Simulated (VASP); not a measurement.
# CdS in VASP: a series of runs

The runs below take CdS through single point, with PBE, r2SCAN.

All numbers are computed with VASP 6.6.1; they aren't measurements. Logs are shortened: lines on timing, memory, paths and dates and some standing lists are left out, and cuts for length are marked.

## 1. The cell of the first run

Symmetry: F-43m, No. 216, cubic system. Conventional cell: a = 6.212 Å, b = 6.212 Å, c = 6.212 Å, α = 90.00°, β = 90.00°, γ = 90.00°. Cd (site symmetry -43m) has 4 S at 2.69 Å within 3.5 Å. Within 3.5 Å of S (site symmetry -43m) lie 4 Cd at 2.69 Å.

## 2. Single point, PBE (strain +5.7%)

File INCAR:

```
SYSTEM = CdS
ALGO = Normal
EDIFF = 1E-7
ENCUT = 520
GGA = PE
ISIF = 2
ISMEAR = -1
LASPH = .True.
LCHARG = .False.
LREAL = .False.
LWAVE = .False.
NBANDS = 16
NELM = 60
PREC = Accurate
SIGMA = 0.02
```

File KPOINTS:

```
k-points
0
Gamma
  8 8 8
  0 0 0
```

File POSCAR:

```
CdS
1.0
    0.0000000000      3.1058683214      3.1058683214
    3.1058683214      0.0000000000      3.1058683214
    3.1058683214      3.1058683214      0.0000000000
Cd S
1 1
Direct
    0.0000000000      0.0000000000      0.0000000000
    0.2500000000      0.2500000000      0.2500000000
```

Potentials or basis: VASP PAW PBE potentials, release 64 (Cd, S).

The run is started by

```bash
$ cat potpaw_PBE.64/Cd/POTCAR potpaw_PBE.64/S/POTCAR > POTCAR
$ mpirun -np 1 vasp_std > vasp.out
```

OUTCAR:

```text
SYSTEM = CdS
   EDIFF = 1E-7
   ENCUT = 520
   GGA = PE
   ISIF = 2
   ISMEAR = -1
   LASPH = .True.
   LREAL = .False.
   NELM = 60
   PREC = Accurate

 ion  position               nearest neighbor table
   1  0.000  0.000  0.000-   2 2.69   2 2.69   2 2.69   2 2.69
   2  0.250  0.250  0.250-   1 2.69   1 2.69   1 2.69   1 2.69

  LATTYP: Found a face centered cubic cell.
 ALAT       =     6.2117366428

  Lattice vectors:

 A1 = (   0.0000000000,   3.1058683214,   3.1058683214)
 A2 = (   3.1058683214,   0.0000000000,   3.1058683214)
 A3 = (   3.1058683214,   3.1058683214,   0.0000000000)

Analysis of symmetry for initial positions (statically):
=====================================================================
 Subroutine PRICEL returns:
 Original cell was already a primitive cell.

 Routine SETGRP: Setting up the symmetry group for a
 face centered cubic supercell.

 Subroutine GETGRP returns: Found 24 space group operations
 (whereof 24 operations were pure point group operations)
 out of a pool of 48 trial point group operations.

The static configuration has the point symmetry T_d .

Analysis of symmetry for dynamics (positions and initial velocities):
=====================================================================
 Subroutine PRICEL returns:
 Original cell was already a primitive cell.

 Routine SETGRP: Setting up the symmetry group for a
 face centered cubic supercell.

 Subroutine GETGRP returns: Found 24 space group operations
 (whereof 24 operations were pure point group operations)
 out of a pool of 48 trial point group operations.

The dynamic configuration has the point symmetry T_d .

 Subroutine INISYM returns: Found 24 space group operations
 (whereof 24 operations are pure point group operations),
 and found     1 'primitive' translations

----------------------------------------------------------------------------------------

                                     Primitive cell

  volume of cell :      59.9210

  direct lattice vectors                    reciprocal lattice vectors
     0.000000000  3.105868321  3.105868321    -0.160985576  0.160985576  0.160985576
     3.105868321  0.000000000  3.105868321     0.160985576 -0.160985576  0.160985576
     3.105868321  3.105868321  0.000000000     0.160985576  0.160985576 -0.160985576

  length of vectors
     4.392361103  4.392361103  4.392361103     0.278835197  0.278835197  0.278835197

  position of ions in fractional coordinates (direct lattice)
     0.000000000  0.000000000  0.000000000
     0.250000000  0.250000000  0.250000000

  ion indices of the primitive-cell ions
   primitive index   ion index
                 1           1
                 2           2

----------------------------------------------------------------------------------------

 KPOINTS: k-points

Automatic generation of k-mesh.
 Grid dimensions read from file:
 generate k-points for:    8    8    8

 Generating k-lattice:

  Cartesian coordinates                     Fractional coordinates (reciprocal lattice)
    -0.020123197  0.020123197  0.020123197     0.125000000  0.000000000  0.000000000
     0.020123197 -0.020123197  0.020123197     0.000000000  0.125000000  0.000000000
     0.020123197  0.020123197 -0.020123197     0.000000000  0.000000000  0.125000000

  Length of vectors
     0.034854400  0.034854400  0.034854400

  Shift w.r.t. Gamma in fractional coordinates (k-lattice)
     0.000000000  0.000000000  0.000000000

 Subroutine IBZKPT returns following result:
 ===========================================

 Found     29 irreducible k-points:

 Following reciprocal coordinates:
            Coordinates               Weight
  0.000000  0.000000  0.000000      1.000000
  0.125000  0.000000  0.000000      8.000000
  0.250000  0.000000  0.000000      8.000000
  0.375000  0.000000  0.000000      8.000000
  0.500000  0.000000  0.000000      4.000000
  0.125000  0.125000  0.000000      6.000000
[... 16 lines left out ...]
  0.500000  0.250000  0.125000     48.000000
 -0.375000  0.250000  0.125000     24.000000
[... 43 lines left out ...]

 val. band max:       -0.1057768241   @ k =   0.0000   0.0000   0.0000
 cond. band min:       0.6134984530   @ k =   0.0000   0.0000   0.0000
 fundamental gap:      0.7192752771
 Fermi energy:         0.2706869255

 k-point     1 :       0.0000    0.0000    0.0000
  band No.  band energies     occupation
      1     -11.5041      2.00000
      2      -7.3593      2.00000
      3      -7.3593      2.00000
      4      -7.3593      2.00000
      5      -7.0925      2.00000
      6      -7.0925      2.00000
[... 8 lines left out ...]
     15      11.0442      0.00000
     16      11.0442      0.00000

 k-point     2 :       0.1250    0.0000    0.0000
  band No.  band energies     occupation
      1     -11.4643      2.00000
      2      -7.3462      2.00000
      3      -7.3462      2.00000
      4      -7.3160      2.00000
      5      -7.0928      2.00000
      6      -7.0928      2.00000
[... 8 lines left out ...]
     15      10.5173      0.00000
     16      10.9692      0.00000

 k-point     3 :       0.2500    0.0000    0.0000
  band No.  band energies     occupation
      1     -11.3681      2.00000
      2      -7.3180      2.00000
      3      -7.3180      2.00000
      4      -7.1790      2.00000
      5      -7.0894      2.00000
      6      -7.0894      2.00000
[... 8 lines left out ...]
     15      10.2918      0.00000
     16      10.7106      0.00000

 k-point     4 :       0.3750    0.0000    0.0000
  band No.  band energies     occupation
      1     -11.2724      2.00000
      2      -7.2963      2.00000
      3      -7.2963      2.00000
      4      -7.0783      2.00000
      5      -7.0783      2.00000
      6      -6.9728      2.00000
[... 8 lines left out ...]
     15      10.9940      0.00000
     16      10.9940      0.00000
[... 324 lines left out ...]
 k-point    22 :       0.3750    0.2500    0.1250
  band No.  band energies     occupation
      1     -11.2977      2.00000
      2      -7.2855      2.00000
      3      -7.2719      2.00000
      4      -7.1509      2.00000
      5      -7.0796      2.00000
      6      -7.0424      2.00000
[... 8 lines left out ...]
     15      11.4524      0.00000
     16      12.8414      0.00000

 k-point    23 :       0.5000    0.2500    0.1250
  band No.  band energies     occupation
      1     -11.2222      2.00000
      2      -7.2659      2.00000
      3      -7.2513      2.00000
      4      -7.1194      2.00000
      5      -7.0723      2.00000
      6      -6.8831      2.00000
[... 8 lines left out ...]
     15      11.8376      0.00000
     16      12.4811      0.00000

 k-point    24 :      -0.3750    0.2500    0.1250
  band No.  band energies     occupation
      1     -11.1913      2.00000
      2      -7.2626      2.00000
      3      -7.2423      2.00000
      4      -7.1024      2.00000
      5      -7.0760      2.00000
      6      -6.7865      2.00000
[... 8 lines left out ...]
     15      11.6222      0.00000
     16      12.4263      0.00000

 [... further k-points ...]

------------------------ aborting loop because EDIFF is reached ----------------------------------------

  FORCE on cell =-STRESS in cart. coord.  units (eV):
  Direction    XX          YY          ZZ          XY          YZ          ZX
  --------------------------------------------------------------------------------------
  -------------------------------------------------------------------------------------
  Total       -1.9779931     -1.9779931     -1.9779931      0.0000000     -0.0000000      0.0000000
  in kB      -52.8878893    -52.8878893    -52.8878893      0.0000000     -0.0000000      0.0000000
  external PRESSURE =     -52.8878893 kB  Pullay stress =       0.0000000 kB

 VOLUME and BASIS-vectors are now :
 -----------------------------------------------------------------------------
  energy-cutoff  :      520.00
  volume of cell :       59.92
      direct lattice vectors                 reciprocal lattice vectors
     0.000000000  3.105868321  3.105868321    -0.160985576  0.160985576  0.160985576
     3.105868321  0.000000000  3.105868321     0.160985576 -0.160985576  0.160985576
     3.105868321  3.105868321  0.000000000     0.160985576  0.160985576 -0.160985576

 POSITION                                       TOTAL-FORCE (eV/Angst)
 -----------------------------------------------------------------------------------
      0.00000      0.00000      0.00000         0.000000      0.000000      0.000000
      1.55293      1.55293      1.55293        -0.000000     -0.000000     -0.000000
 -----------------------------------------------------------------------------------
    total drift:                               -0.000000     -0.000000     -0.000000

  FREE ENERGIE OF THE ION-ELECTRON SYSTEM (eV)
  ---------------------------------------------------
  free  energy   TOTEN  =        -6.0060595891 eV

  energy  without entropy=       -6.0060595890  energy(sigma->0) =       -6.00605959
```

Run time: 32 s. Hardware: 1 thread of AMD EPYC 7R13 (Zen 3), shared host; peak memory 0.18 GiB.

What came out:

- Free energy: -6.0061 eV
- Pressure: -5.3 GPa
- Band gap on the k mesh: 0.72 eV, direct

Levels at points of the mesh, in eV from the valence-band top:
```tsv
k point	band 6	band 7	band 8	band 9	band 10	band 11	band 12	band 13
(0.00, 0.00, 0.00)	-6.99	0.00	0.00	0.00	0.72	6.49	6.49	6.49
(0.50, 0.00, 0.00)	-6.75	-3.40	-0.52	-0.52	2.67	6.85	6.92	6.92
(0.50, 0.50, 0.00)	-6.70	-3.20	-1.31	-1.31	3.81	3.97	8.53	9.65
```

Caveat: the cell differs from its parent crystal (strain +5.7%).

## 3. Single point, r2SCAN (strain +5.7%)

POSCAR is that of step 2.

File INCAR.step1:

```
PREC = Accurate ; ENCUT = 520
ISMEAR = 0 ; SIGMA = 0.01
LREAL = False ; LASPH = True
NELM = 60 ; NBANDS = 16
GGA = PE ; ALGO = Normal
EDIFF = 1E-4 ; LWAVE = True
LCHARG = False
```

File INCAR.step2:

```
PREC = Accurate ; ENCUT = 520
EDIFF = 1E-6 ; ISMEAR = 0
SIGMA = 0.01 ; LREAL = False
LASPH = True ; NELM = 60
ALGO = Normal ; ISIF = 2
LWAVE = False ; LCHARG = False
METAGGA = R2SCAN ; LMIXTAU = True
NBANDS = 16 ; ISTART = 1
```

File KPOINTS:

```
Automatic mesh
0
Gamma
  8 8 8
```

Potentials or basis: VASP PAW PBE potentials, release 64 (Cd, S).

The run is started by

```bash
$ cat potpaw_PBE.64/Cd/POTCAR potpaw_PBE.64/S/POTCAR > POTCAR
$ cp INCAR.step1 INCAR
$ mpirun -np 1 vasp_std > vasp.out
$ cp INCAR.step2 INCAR
$ mpirun -np 1 vasp_std > vasp.out
```

Run time: 2.6 min. Hardware: 1 thread of AMD EPYC 7R13 (Zen 3), shared host; peak memory 0.19 GiB.

Results (log left out):

```yaml
Free_energy: -29.4692 eV
Pressure: -6.8 GPa
Band_gap_on_the_k_mesh: 1.14 eV, direct
```

Levels at points of the mesh, in eV from the valence-band top:
```
           k point  band 6  band 7  band 8  band 9  band 10  band 11  band 12  band 13
(0.00, 0.00, 0.00)   -7.22    0.00    0.00    0.00     1.14     7.02     7.02     7.02
(0.50, 0.00, 0.00)   -6.98   -3.43   -0.53   -0.53     3.10     7.24     7.39     7.39
(0.50, 0.50, 0.00)   -6.93   -3.20   -1.34   -1.34     4.07     4.39     8.97    10.36
```

Caveat: the cell differs from its parent crystal (strain +5.7%); the PAW data sets were made with another functional, which shifts forces and pressure a little.

## 4. Single point, PBE (uniaxial x strain -1.1%)

File INCAR:

```
SYSTEM = CdS
PREC     = Accurate       ! precision mode
ENCUT    = 520            ! plane-wave cutoff, eV
EDIFF    = 1E-7           ! SCF threshold, eV
ISMEAR   = -1             ! smearing method
SIGMA    = 0.02           ! smearing width, eV
LREAL    = .False.        ! projectors in reciprocal space
LASPH    = .True.         ! aspherical terms in the spheres
NELM     = 80             ! most SCF steps
ALGO     = Normal         ! electronic algorithm
ISIF     = 2              ! what is computed and relaxed
LWAVE    = .False.        ! write WAVECAR
LCHARG   = .False.        ! write CHGCAR
GGA      = PE             ! functional
NBANDS   = 16             ! bands
```

File KPOINTS:

```
Automatic mesh
0
Gamma
  8 8 8
  0 0 0
```

File POSCAR:

```
CdS
1.0
    0.0000000000      2.9392148400      2.9392148400
    2.9083530842      0.0000000000      2.9392148400
    2.9083530842      2.9392148400      0.0000000000
Cd S
1 1
Direct
    0.0000000000      0.0000000000      0.0000000000
    0.2500000000      0.2500000000      0.2500000000
```

The run is started by

```bash
$ cat potpaw_PBE.64/Cd/POTCAR potpaw_PBE.64/S/POTCAR > POTCAR
$ mpirun -np 1 vasp_std > vasp.out
```

It took 58 s on 1 thread of AMD EPYC 7R13 (Zen 3), shared host; peak memory 0.17 GiB.

It converged, with:

```yaml
Free_energy: -6.1322 eV
Pressure: 2.4 GPa
Band_gap_on_the_k_mesh: 1.10 eV, direct
```

Stress tensor (GPa, compression positive):
```
2.48 0.00 0.00
0.00 2.31 0.00
0.00 0.00 2.31
```

Levels at points of the mesh, in eV from the valence-band top:
```tsv
k point	band 7	band 8	band 9	band 10	band 11	band 12
(0.00, 0.00, 0.00)	-0.03	-0.03	0.00	1.10	6.53	6.53
(0.50, 0.00, 0.00)	-4.35	-0.77	-0.73	2.98	6.95	7.03
(0.50, 0.50, 0.00)	-3.94	-1.85	-1.83	3.57	4.35	9.12
(0.00, 0.50, 0.50)	-3.88	-1.88	-1.88	3.53	4.26	9.23
```

Caveat: the cell differs from its parent crystal (uniaxial x strain -1.1%).

## 5. Single point, PBE (epitaxial xy strain -2.0%)

File INCAR:

```
SYSTEM = CdS
PREC     = Accurate       ! precision mode
ENCUT    = 520            ! plane-wave cutoff, eV
EDIFF    = 1E-7           ! SCF threshold, eV
ISMEAR   = -1             ! smearing method
SIGMA    = 0.02           ! smearing width, eV
LREAL    = .FALSE.        ! projectors in reciprocal space
LASPH    = .TRUE.         ! aspherical terms in the spheres
NELM     = 60             ! most SCF steps
ALGO     = Normal         ! electronic algorithm
ISIF     = 2              ! what is computed and relaxed
LWAVE    = .FALSE.        ! write WAVECAR
LCHARG   = .FALSE.        ! write CHGCAR
GGA      = PE             ! functional
NBANDS   = 16             ! bands
```

File KPOINTS:

```
Automatic mesh
0
G
  8 8 8
  0 0 0
```

File POSCAR:

```
CdS
1.0
    0.0000000000      2.8792548573      3.0254941450
    2.8792548573      0.0000000000      3.0254941450
    2.8792548573      2.8792548573      0.0000000000
Cd S
1 1
Direct
    0.0000000000      0.0000000000      0.0000000000
    0.2500000000      0.2500000000      0.2500000000
```

The run is started by

```bash
$ cat potpaw_PBE.64/Cd/POTCAR potpaw_PBE.64/S/POTCAR > POTCAR
$ mpirun -np 1 vasp_std > vasp.out
```

Run time: 56 s. Hardware: 1 thread of AMD EPYC 7R13 (Zen 3), shared host; peak memory 0.17 GiB.

It converged, with:

```yaml
Free_energy: -6.1263 eV
Pressure: 2.4 GPa
Band_gap_on_the_k_mesh: 1.07 eV, direct
```

Stress tensor (GPa, compression positive):
```
2.73 0.00 0.00
0.00 2.73 0.00
0.00 0.00 1.77
```

Levels at points of the mesh, in eV from the valence-band top:
| k point | band 7 | band 8 | band 9 | band 10 | band 11 | band 12 |
| --- | --- | --- | --- | --- | --- | --- |
| (0.00, 0.00, 0.00) | -0.16 | 0.00 | 0.00 | 1.07 | 6.51 | 6.52 |
| (0.50, 0.00, 0.00) | -4.38 | -0.89 | -0.68 | 2.93 | 6.80 | 7.16 |
| (0.50, 0.50, 0.00) | -4.14 | -1.75 | -1.75 | 3.65 | 4.56 | 8.81 |
| (0.50, 0.00, 0.50) | -3.85 | -1.99 | -1.91 | 3.47 | 4.15 | 9.29 |

Caveat: the cell differs from its parent crystal (epitaxial xy strain -2.0%).

## 6. Single point, r2SCAN (epitaxial xy strain -2.0%)

POSCAR is that of step 5.

File INCAR.step1:

```
SYSTEM = CdS
ALGO     = Normal         ! electronic algorithm
EDIFF    = 1E-4           ! SCF threshold, eV
ENCUT    = 520            ! plane-wave cutoff, eV
GGA      = PE             ! functional
ISMEAR   = 0              ! smearing method
LASPH    = .True.         ! aspherical terms in the spheres
LCHARG   = .False.        ! write CHGCAR
LREAL    = .False.        ! projectors in reciprocal space
LWAVE    = .True.         ! write WAVECAR
NBANDS   = 16             ! bands
NELM     = 60             ! most SCF steps
PREC     = Accurate       ! precision mode
SIGMA    = 0.01           ! smearing width, eV
```

File INCAR.step2:

```
SYSTEM = CdS
ALGO     = Normal         ! electronic algorithm
EDIFF    = 1E-7           ! SCF threshold, eV
ENCUT    = 520            ! plane-wave cutoff, eV
ISIF     = 2              ! what is computed and relaxed
ISMEAR   = 0              ! smearing method
ISTART   = 1            
LASPH    = .True.         ! aspherical terms in the spheres
LCHARG   = .False.        ! write CHGCAR
LMIXTAU  = .True.       
LREAL    = .False.        ! projectors in reciprocal space
LWAVE    = .False.        ! write WAVECAR
METAGGA  = R2SCAN         ! meta-GGA
NBANDS   = 16             ! bands
NELM     = 60             ! most SCF steps
PREC     = Accurate       ! precision mode
SIGMA    = 0.01           ! smearing width, eV
```

File KPOINTS:

```
k-points
0
Gamma
  8 8 8
  0 0 0
```

Potentials or basis: VASP PAW PBE potentials, release 64 (Cd, S).

The run is started by

```bash
$ cat potpaw_PBE.64/Cd/POTCAR potpaw_PBE.64/S/POTCAR > POTCAR
$ cp INCAR.step1 INCAR
$ mpirun -np 1 vasp_std > vasp.out
$ cp INCAR.step2 INCAR
$ mpirun -np 1 vasp_std > vasp.out
```

Wall time 3.5 min (1 thread of AMD EPYC 7R13 (Zen 3), shared host); peak memory 0.17 GiB.

Results (log left out):

- Free energy: -29.6784 eV
- Pressure: 1.0 GPa
- Band gap on the k mesh: 1.51 eV, direct

Stress tensor (GPa, compression positive):
```
1.32 0.00 0.00
0.00 1.32 0.00
0.00 0.00 0.34
```

Levels at points of the mesh, in eV from the valence-band top:
| k point | band 7 | band 8 | band 9 | band 10 | band 11 | band 12 |
| --- | --- | --- | --- | --- | --- | --- |
| (0.00, 0.00, 0.00) | -0.16 | 0.00 | 0.00 | 1.51 | 7.04 | 7.04 |
| (0.50, 0.00, 0.00) | -4.44 | -0.91 | -0.70 | 3.38 | 7.26 | 7.64 |
| (0.50, 0.50, 0.00) | -4.18 | -1.80 | -1.80 | 3.95 | 4.98 | 9.34 |
| (0.50, 0.00, 0.50) | -3.87 | -2.04 | -1.95 | 3.75 | 4.55 | 9.86 |

Caveat: the cell differs from its parent crystal (epitaxial xy strain -2.0%); the PAW data sets were made with another functional, which shifts forces and pressure a little.

## 7. The runs side by side

| level | cell | smearing | gap on the mesh (eV) | pressure (GPa) |
| --- | --- | --- | --- | --- |
| PBE | a = 4.392 Å, angles 60.0°, 2 atoms | fermi-dirac 0.02 eV | 0.72 | -5.3 |
| r2SCAN | a = 4.392 Å, angles 60.0°, 2 atoms | gaussian 0.01 eV | 1.14 | -6.8 |
| PBE | a = 4.157, b = 4.135, c = 4.135 Å, angles 60.3, 59.8, 59.8°, 2 atoms | fermi-dirac 0.02 eV | 1.10 | 2.4 |
| PBE | a = 4.177, b = 4.177, c = 4.072 Å, angles 60.8, 60.8, 58.3°, 2 atoms | fermi-dirac 0.02 eV | 1.07 | 2.4 |
| r2SCAN | a = 4.177, b = 4.177, c = 4.072 Å, angles 60.8, 60.8, 58.3°, 2 atoms | gaussian 0.01 eV | 1.51 | 1.0 |

Alike in all rows: task single point; potentials or basis VASP PAW PBE potentials, release 64 (Cd, S); no spin polarisation; k mesh 8 × 8 × 8; cutoff (eV) 520.

Caveats: the PAW data sets were made with another functional, which shifts forces and pressure a little (some runs).

Total energies depend on the potentials used, so only differences within one code and one set of settings carry meaning.
